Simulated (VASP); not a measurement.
# In in VASP: notebook

The runs below take In through single point, with PBE.

All numbers are computed with VASP 6.6.1; they aren't measurements. Logs are shortened: lines on timing, memory, paths and dates and some standing lists are left out, and cuts for length are marked.

## (1) The cell of the first run

The structure is cubic, space group Im-3m (No. 229). Conventional cell: a = 3.765 Å, b = 3.765 Å, c = 3.765 Å, α = 90.00°, β = 90.00°, γ = 90.00°. In (site symmetry m-3m) has 14 In at 3.26 to 3.77 Å within 4.3 Å.

## (2) Single point, PBE (one atom moved)

Input file INCAR:

```
SYSTEM = In
PREC     = Accurate       ! precision mode
ENCUT    = 520            ! plane-wave cutoff, eV
EDIFF    = 1E-6           ! SCF threshold, eV
ISMEAR   = 0              ! smearing method
SIGMA    = 0.1            ! smearing width, eV
LREAL    = .False.        ! projectors in reciprocal space
LASPH    = .True.         ! aspherical terms in the spheres
NELM     = 100            ! most SCF steps
ALGO     = Normal         ! electronic algorithm
ISIF     = 2              ! what is computed and relaxed
LWAVE    = .False.        ! write WAVECAR
LCHARG   = .True.         ! write CHGCAR
GGA      = PE             ! functional
LELF     = .True.         ! ELF
LVHAR    = .True.       
NBANDS   = 12             ! bands
```

Input file KPOINTS:

```
Automatic mesh
0
Gamma
  14 14 14
  0 0 0
```

Input file POSCAR:

```
In
1.0
   -1.8825252400      1.8825252400      1.8825252400
    1.8825252400     -1.8825252400      1.8825252400
    1.8825252400      1.8825252400     -1.8825252400
In
1
Direct
    0.0239040620      0.0239040620      0.0000000000
```

Potentials or basis: VASP PAW PBE potentials, release 64 (In_d).

Launch:

```console
> cat potpaw_PBE.64/In_d/POTCAR > POTCAR
> mpirun -np 1 vasp_std > vasp.out
```

OUTCAR:

```text
SYSTEM = In
   PREC = Accurate
   ENCUT = 520
   EDIFF = 1E-6
   ISMEAR = 0
   LREAL = .False.
   LASPH = .True.
   NELM = 100
   ISIF = 2
   GGA = PE

 ion  position               nearest neighbor table
   1  0.024  0.024  0.000-

  LATTYP: Found a body centered cubic cell.
 ALAT       =     3.7650504800

  Lattice vectors:

 A1 = (  -1.8825252400,   1.8825252400,   1.8825252400)
 A2 = (   1.8825252400,  -1.8825252400,   1.8825252400)
 A3 = (   1.8825252400,   1.8825252400,  -1.8825252400)

Analysis of symmetry for initial positions (statically):
=====================================================================
 Subroutine PRICEL returns:
 Original cell was already a primitive cell.

 Routine SETGRP: Setting up the symmetry group for a
 body centered cubic supercell.

 Subroutine GETGRP returns: Found 48 space group operations
 (whereof  8 operations were pure point group operations)
 out of a pool of 48 trial point group operations.

The static configuration has the point symmetry C_4v.
 The point group associated with its full space group is O_h .

Analysis of symmetry for dynamics (positions and initial velocities):
=====================================================================
 Subroutine PRICEL returns:
 Original cell was already a primitive cell.

 Routine SETGRP: Setting up the symmetry group for a
 body centered cubic supercell.

 Subroutine GETGRP returns: Found 48 space group operations
 (whereof  8 operations were pure point group operations)
 out of a pool of 48 trial point group operations.

The dynamic configuration has the point symmetry C_4v.
 The point group associated with its full space group is O_h .

 Subroutine INISYM returns: Found 48 space group operations
 (whereof  8 operations are pure point group operations),
 and found     1 'primitive' translations

----------------------------------------------------------------------------------------

                                     Primitive cell

  volume of cell :      26.6859

  direct lattice vectors                    reciprocal lattice vectors
    -1.882525240  1.882525240  1.882525240     0.000000000  0.265600689  0.265600689
     1.882525240 -1.882525240  1.882525240     0.265600689  0.000000000  0.265600689
     1.882525240  1.882525240 -1.882525240     0.265600689  0.265600689  0.000000000

  length of vectors
     3.260629362  3.260629362  3.260629362     0.375616096  0.375616096  0.375616096

  position of ions in fractional coordinates (direct lattice)
     0.023904062  0.023904062  0.000000000

  ion indices of the primitive-cell ions
   primitive index   ion index
                 1           1

----------------------------------------------------------------------------------------

 KPOINTS: Automatic mesh

Automatic generation of k-mesh.
 Grid dimensions read from file:
 generate k-points for:   14   14   14

 Generating k-lattice:

  Cartesian coordinates                     Fractional coordinates (reciprocal lattice)
     0.000000000  0.018971478  0.018971478     0.071428571  0.000000000  0.000000000
     0.018971478  0.000000000  0.018971478     0.000000000  0.071428571  0.000000000
     0.018971478  0.018971478  0.000000000     0.000000000  0.000000000  0.071428571

  Length of vectors
     0.026829721  0.026829721  0.026829721

  Shift w.r.t. Gamma in fractional coordinates (k-lattice)
     0.000000000  0.000000000  0.000000000

 Subroutine IBZKPT returns following result:
 ===========================================

 Found    104 irreducible k-points:

 Following reciprocal coordinates:
            Coordinates               Weight
  0.000000  0.000000  0.000000      1.000000
  0.071429  0.000000  0.000000     12.000000
  0.142857  0.000000  0.000000     12.000000
  0.214286  0.000000  0.000000     12.000000
  0.285714  0.000000  0.000000     12.000000
  0.357143  0.000000  0.000000     12.000000
[... 16 lines left out ...]
  0.285714  0.285714  0.000000     24.000000
  0.357143  0.285714  0.000000     24.000000
 [... further k-points ...]
   k-points           NKPTS =    104   k-points in BZ     NKDIM =    104   number of bands    NBANDS=     12
   number of dos      NEDOS =    301   number of ions     NIONS =      1
   total plane-waves  NPLWV =  13824
   dimension x,y,z NGX =    24 NGY =   24 NGZ =   24
   dimension x,y,z NGXF=    48 NGYF=   48 NGZF=   48
   ions per type =               1
   NGX,Y,Z   is equivalent  to a cutoff of  12.24, 12.24, 12.24 a.u.
   NGXF,Y,Z  is equivalent  to a cutoff of  24.47, 24.47, 24.47 a.u.
 SYSTEM =  In
   PREC   = accura    normal or accurate (medium, high low for compatibility)
   ISTART =      0    job   : 0-new  1-cont  2-samecut
   ICHARG =      2    charge: 1-file 2-atom 10-const
   ISPIN  =      1    spin polarized calculation?
   LNONCOLLINEAR =      F non collinear calculations
   LSORBIT =      F    spin-orbit coupling
   LASPH  =      T    aspherical Exc in radial PAW
   ENCUT  =  520.0 eV  38.22 Ry    6.18 a.u.   6.06  6.06  6.06*2*pi/ulx,y,z
   NELM   =    100;   NELMIN=  2; NELMDL= -5     # of ELM steps
   EDIFF  = 0.1E-05   stopping-criterion for ELM
   LREAL  =      F    real-space projection
   EDIFFG = 0.1E-04   stopping-criterion for IOM
   NSW    =      0    number of steps for IOM
   IBRION =     -1    ionic relax: 0-MD 1-quasi-New 2-CG
   NFREE  =      0    steps in history (QN), initial steepest desc. (CG)
   ISIF   =      2    stress and relaxation
   ISYM   =      2    0-nonsym 1-usesym 2-fastsym
   POTIM  = 0.5000    time-step for ionic-motion
   TEBEG  =    0.0;   TEEND  =   0.0 temperature during run
   PSTRESS=    0.0 pullay stress
   NELECT =      13.0000    total number of electrons
   NUPDOWN=      -1.0000    fix difference up-down
   EMIN   =  10.00;   EMAX   =-10.00  energy-range for DOS
   EFERMI =   0.00;   METHOD = LEGACY
   ISMEAR =     0;   SIGMA  =   0.10  broadening in eV -4-tet -1-fermi 0-gaus
   EFERMI_NEDOS =   21; number of points for ismear=-14 and -15
   IALGO  =     38    algorithm
   IMIX   =      4    mixing-type and parameters
     AMIX     =   0.40;   BMIX     =  1.00
     AMIX_MAG =   1.60;   BMIX_MAG =  1.00
  volume/ion in A,a.u.               =      26.69       180.09
  Fermi-wavevector in a.u.,A,eV,Ry     =   1.288136  2.434225 22.576080  1.659295
  Thomas-Fermi vector in A             =   2.420108
   LORBIT       =      0    0 simple, 1 ext, 2 COOP (PROOUT), +10 PAW based schemes
   GGA     = PE    functional components
   LHFCALC =     F    Hartree Fock is set to
   AEXX    =    0.0000 exact exchange contribution
   IVDW    =     0    specifies the selected vdW correction
   LEPSILON=     F    determine dielectric tensor
   LRPA    =     F    only Hartree local field effects (RPA)
 non-spin polarized calculation
 Gauss-broadening in eV      SIGMA  =   0.10
  energy-cutoff  :      520.00
  volume of cell :       26.69
 maximum number of plane-waves:       736
   NGX = 13   NGY = 13   NGZ = 13

 number of electron      13.0000004 magnetization

 Free energy of the ion-electron system (eV)
  ---------------------------------------------------
  ext. energy  EPLUGINS =         0.00000000
  ---------------------------------------------------
  free energy    TOTEN  =        -2.54352999 eV

  energy without entropy =       -2.53990656  energy(sigma->0) =       -2.54171827

 E-fermi :   7.2618     XC(G=0): -10.1620

 val. band max:        7.2273972220   @ k =  -0.3571  -0.4286   0.1429
 cond. band min:       7.2955361731   @ k =  -0.3571   0.5000   0.2143
 fundamental gap:      0.0681389510
 Fermi energy:         7.2618275828

 k-point     1 :       0.0000    0.0000    0.0000
  band No.  band energies     occupation
      1      -7.3633      2.00000
      2      -7.3633      2.00000
      3      -7.3633      2.00000
      4      -7.0993      2.00000
      5      -7.0993      2.00000
      6      -2.1033      2.00000
      7      18.2012      0.00000
      8      18.2012      0.00000
      9      18.2012      0.00000
     10      20.2479      0.00000
     11      20.2479      0.00000
     12      20.2479      0.00000

 k-point     2 :       0.0714    0.0000    0.0000
  band No.  band energies     occupation
      1      -7.3686      2.00000
      2      -7.3583      2.00000
      3      -7.3431      2.00000
      4      -7.1049      2.00000
      5      -7.0995      2.00000
      6      -1.9870      2.00000
      7      17.0237      0.00000
      8      17.6419      0.00000
      9      17.9281      0.00000
     10      19.4932      0.00000
     11      19.8033      0.00000
     12      20.1124      0.00000

 k-point     3 :       0.1429    0.0000    0.0000
  band No.  band energies     occupation
      1      -7.3833      2.00000
      2      -7.3471      2.00000
      3      -7.2859      2.00000
      4      -7.1190      2.00000
      5      -7.1001      2.00000
      6      -1.6356      2.00000
      7      14.6555      0.00000
      8      16.5456      0.00000
      9      17.2000      0.00000
     10      18.8108      0.00000
     11      19.0844      0.00000
     12      20.2487      0.00000

 k-point     4 :       0.2143    0.0000    0.0000
  band No.  band energies     occupation
      1      -7.4046      2.00000
      2      -7.3405      2.00000
      3      -7.2019      2.00000
      4      -7.1328      2.00000
      5      -7.1007      2.00000
      6      -1.0438      2.00000
      7      12.1734      0.00000
      8      15.4317      0.00000
      9      16.3513      0.00000
     10      18.2628      0.00000
     11      18.4459      0.00000
     12      20.7873      0.00000

 k-point     5 :       0.2857    0.0000    0.0000
  band No.  band energies     occupation
      1      -7.4281      2.00000
      2      -7.3490      2.00000
      3      -7.1357      2.00000
      4      -7.1066      2.00000
      5      -7.1012      2.00000
      6      -0.2082      2.00000
      7       9.8039      0.00000
      8      14.4729      0.00000
      9      15.6019      0.00000
     10      17.8426      0.00000
     11      17.9443      0.00000
     12      21.6129      0.00000
[... 228 lines left out ...]
      1      -7.4230      2.00000
      2      -7.3096      2.00000
      3      -7.1403      2.00000
      4      -7.1285      2.00000
      5      -7.0242      2.00000
      6       2.2805      2.00000
      7       7.2259      1.38862
      8       9.2571      0.00000
      9      13.7366      0.00000
     10      19.2530      0.00000
     11      20.5240      0.00000
     12      23.4656      0.00000

 k-point    22 :       0.3571    0.2143    0.0000
  band No.  band energies     occupation
      1      -7.4272      2.00000
      2      -7.3044      2.00000
      3      -7.1477      2.00000
      4      -7.1133      2.00000
      5      -7.0146      2.00000
      6       3.5942      2.00000
      7       5.5671      2.00000
      8       8.9207      0.00000
      9      13.5252      0.00000
     10      19.1011      0.00000
     11      21.6753      0.00000
     12      22.9770      0.00000

 k-point    23 :       0.2857    0.2857    0.0000
  band No.  band energies     occupation
      1      -7.4212      2.00000
      2      -7.2699      2.00000
      3      -7.1681      2.00000
      4      -7.1103      2.00000
      5      -7.0366      2.00000
      6       3.5050      2.00000
      7       6.5811      2.00000
      8       7.6880      0.00000
      9      13.4553      0.00000
     10      20.2315      0.00000
     11      20.3508      0.00000
     12      22.9431      0.00000

 k-point    24 :       0.3571    0.2857    0.0000
  band No.  band energies     occupation
      1      -7.4205      2.00000
      2      -7.2474      2.00000
      3      -7.1865      2.00000
      4      -7.0931      2.00000
      5      -7.0517      2.00000
      6       4.4265      2.00000
      7       5.8079      2.00000
      8       7.2065      1.56585
      9      13.3599      0.00000
     10      20.2092      0.00000
     11      21.4919      0.00000
     12      21.5767      0.00000

 [... further k-points ...]
[... 5 lines left out ...]
  --------------------------------------------------------------------------------------
  -------------------------------------------------------------------------------------
  Total        0.2315747      0.2315747      0.2315747     -0.0000000      0.0000000      0.0000000
  in kB       13.9033440     13.9033440     13.9033440     -0.0000000      0.0000000      0.0000000
  external PRESSURE =      13.9033440 kB  Pullay stress =       0.0000000 kB

 VOLUME and BASIS-vectors are now :
 -----------------------------------------------------------------------------
  energy-cutoff  :      520.00
  volume of cell :       26.69
      direct lattice vectors                 reciprocal lattice vectors
    -1.882525240  1.882525240  1.882525240     0.000000000  0.265600689  0.265600689
     1.882525240 -1.882525240  1.882525240     0.265600689  0.000000000  0.265600689
     1.882525240  1.882525240 -1.882525240     0.265600689  0.265600689  0.000000000

 POSITION                                       TOTAL-FORCE (eV/Angst)
 -----------------------------------------------------------------------------------
      0.00000      0.00000      0.09000        -0.000000     -0.000000     -0.000000
 -----------------------------------------------------------------------------------
    total drift:                               -0.000000     -0.000000     -0.000082

  FREE ENERGIE OF THE ION-ELECTRON SYSTEM (eV)
  ---------------------------------------------------
  free  energy   TOTEN  =        -2.5435299853 eV

  energy  without entropy=       -2.5399065577  energy(sigma->0) =       -2.54171827
```

It took 19 s on 1 thread of AMD EPYC 7R13 (Zen 3), shared host; peak memory 0.13 GiB.

Results:

* Free energy: -2.5435 eV
* Pressure: 1.4 GPa

Caveat: the cell differs from its parent crystal (one atom moved); spin-orbit coupling is left out, which moves the levels of the heavy elements.

[end of part 1 of 2]
